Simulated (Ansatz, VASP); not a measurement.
**One calculation of Co, two programs**

The input INCAR:

```
SYSTEM = Co
ALGO     = Fast           ! electronic algorithm
EDIFF    = 1E-6           ! SCF threshold, eV
ENCUT    = 520            ! plane-wave cutoff, eV
GGA      = PS             ! functional
ISIF     = 2              ! what is computed and relaxed
ISMEAR   = 0              ! smearing method
ISPIN    = 2              ! spin polarisation
LASPH    = .TRUE.         ! aspherical terms in the spheres
LCHARG   = .FALSE.        ! write CHGCAR
LMAXMIX  = 4              ! l up to which the mixer works
LORBIT   = 11             ! projections on sites
LREAL    = .FALSE.        ! projectors in reciprocal space
LWAVE    = .FALSE.        ! write WAVECAR
MAGMOM   = 1.8 1.8        ! initial moments
NBANDS   = 20             ! bands
NELM     = 150            ! most SCF steps
PREC     = Accurate       ! precision mode
SIGMA    = 0.1            ! smearing width, eV
```

File KPOINTS:

```
k-points
0
G
  18 18 10
  0 0 0
```

Contents of POSCAR:

```
Co
1.0
    2.4564141994      0.0000000000      0.0000000000
   -1.2282070997      2.1273170989      0.0000000000
    0.0000000000      0.0000000000      3.9694110249
Co
2
Direct
    0.3333333333      0.6666666667      0.2500000000
    0.6666666667      0.3333333333      0.7500000000
```

Input for Ansatz:

```yaml
crystal:
  lattice:
    - [2.4564141994, 0.0, 0.0]
    - [-1.2282070997, 2.1273170989, 0.0]
    - [0.0, 0.0, 3.9694110249]
  atoms:
    - { symbol: Co, position: [0.3333333333, 0.6666666667, 0.25], spin: 1.8 }
    - { symbol: Co, position: [0.6666666667, 0.3333333333, 0.75], spin: 1.8 }
basis:
  ecutwfc: 420
kpoints:
  mp_grid: { grid: [18, 18, 10] }
  band_path:
    path:
      - [[0.0, 0.0, 0.0], [0.5, 0.0, 0.0], [0.33333333, 0.33333333, 0.0], [0.0, 0.0, 0.0], [0.0, 0.0, 0.5], [0.5, 0.0, 0.5], [0.33333333, 0.33333333, 0.5], [0.0, 0.0, 0.5]]
      - [[0.5, 0.0, 0.5], [0.5, 0.0, 0.0]]
      - [[0.33333333, 0.33333333, 0.5], [0.33333333, 0.33333333, 0.0]]
    npoints: 14
hamiltonian:
  xc: pbesol
scf:
  occupations: { method: gaussian, width: 0.1 }
  n_extra_bands: 6
output:
  forces: true
  stress: true
  eigenvalues: true
  populations: true
  dos: { projected: true, de: 0.02, nscf_kmesh: { grid: [27, 27, 15] } }
  bader: true
  write_density: true
  write_potential: true
  elf: true
  volumetric_format: npy
magnetization:
  spin_polarized: true
checkpoint:
  read: start.run
  write: ck
  compress: false
  write_wavefunctions: false
  write_every: 100000
```

Alike in both runs: task single point; functional PBEsol; k mesh 18 × 18 × 10; occupations gaussian, width 0.1 eV; collinear spin.

|  | VASP | Ansatz |
| --- | --- | --- |
| version | VASP 6.6.1 | Ansatz 0.2.0 |
| potentials or method | VASP PAW PBE potentials, release 64 (Co), cutoff 520 eV | scalar-relativistic, plane waves, PAW |
| valence electrons in the cell | 18 | 34 |

|  | VASP | Ansatz | Ansatz less VASP |
| --- | --- | --- | --- |
| gap on the k mesh at the Fermi level (eV) | none | none | - |
| pressure (GPa) | -0.9 | 0.0 | +0.91 |
| traceless stress, the component that is largest in VASP (GPa) | -0.09 | 0.00 | +0.094 |
| net moment per atom (μB) | 1.57 | 1.57 | +0.005 |
| size of the moment on the site where the two differ most (μB) | 1.58 | 1.64 | +0.063 |

VASP's potentials were made for PBE, not for PBEsol. Site moments also hang on the region over which each program counts them. A gap of «none» marks a metal or a gap that the smearing closes. With one functional, cell and mesh, what is left measures potentials, basis and numerics. VASP's potentials hold 18 valence electrons a cell and Ansatz's 34, so a difference there can come from the potentials and not from the codes. Ansatz's warnings: stability check not made.
